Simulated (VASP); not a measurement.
Write the native input for VASP 6.6.1 that does the following.

- Task: single point
- Functional: r2SCAN
- Potentials or basis: VASP PAW PBE potentials, release 64 (Fe)
- Cutoff: 520 eV
- k mesh: 12 × 12 × 12
- Occupations: gaussian, width 0.05 eV
- Spin: collinear spin, ferromagnetic start
- Starting moments: [2.0] μB
- Fixed moment: 2 μB
- Dipole correction: no
- Further INCAR settings: ALGO = Normal; EDIFF = 1e-06; NBANDS = 14

Fe:

```
Fe
1.0
    -1.44300    1.44300    1.44300
     1.44300   -1.44300    1.44300
     1.44300    1.44300   -1.44300
Fe
1
Cartesian
  0.0000 0.0000 0.0000
```

One way to write it, as run:

POSCAR

```
Fe
1.0
   -1.4430000000      1.4430000000      1.4430000000
    1.4430000000     -1.4430000000      1.4430000000
    1.4430000000      1.4430000000     -1.4430000000
Fe
1
Direct
    0.0000000000      0.0000000000      0.0000000000
```

INCAR.step1

```
SYSTEM = Fe
ALGO = Normal
EDIFF = 1E-4
ENCUT = 520
GGA = PE
ISMEAR = 0
ISPIN = 2
LASPH = .TRUE.
LCHARG = .FALSE.
LMAXMIX = 4
LREAL = .FALSE.
LWAVE = .TRUE.
MAGMOM = 2
NBANDS = 14
NELM = 150
NUPDOWN = 2.0
PREC = Accurate
SIGMA = 0.05
```

INCAR.step2

```
SYSTEM = Fe
ALGO = Normal
EDIFF = 1E-6
ENCUT = 520
ISIF = 2
ISMEAR = 0
ISPIN = 2
ISTART = 1
LASPH = .TRUE.
LCHARG = .FALSE.
LMAXMIX = 4
LMIXTAU = .TRUE.
LORBIT = 11
LREAL = .FALSE.
LWAVE = .FALSE.
MAGMOM = 2
METAGGA = R2SCAN
NBANDS = 14
NELM = 150
NUPDOWN = 2.0
PREC = Accurate
SIGMA = 0.05
```

KPOINTS

```
k-points
0
G
  12 12 12
  0 0 0
```

Potentials or basis: VASP PAW PBE potentials, release 64 (Fe).

The run is started by

```sh
$ cat potpaw_PBE.64/Fe/POTCAR > POTCAR
$ cp INCAR.step1 INCAR
$ mpirun -np 1 vasp_std > vasp.out
$ cp INCAR.step2 INCAR
$ mpirun -np 1 vasp_std > vasp.out
```

Results of the run:

| Property | Result |
| --- | --- |
| Pressure | -18.4 GPa |
| Net moment | 2.00 μB per cell |
| Site moments | Fe +2.08 μB |
| Valence electrons inside the program's atomic spheres | Fe 7.16 |

Caveat: the PAW data sets were made with another functional, which shifts forces and pressure a little; the total moment is fixed, so each spin has its own Fermi level.

It took 97 s on 1 thread of AMD EPYC 7R13, on a shared host, peak memory 0.12 GiB.
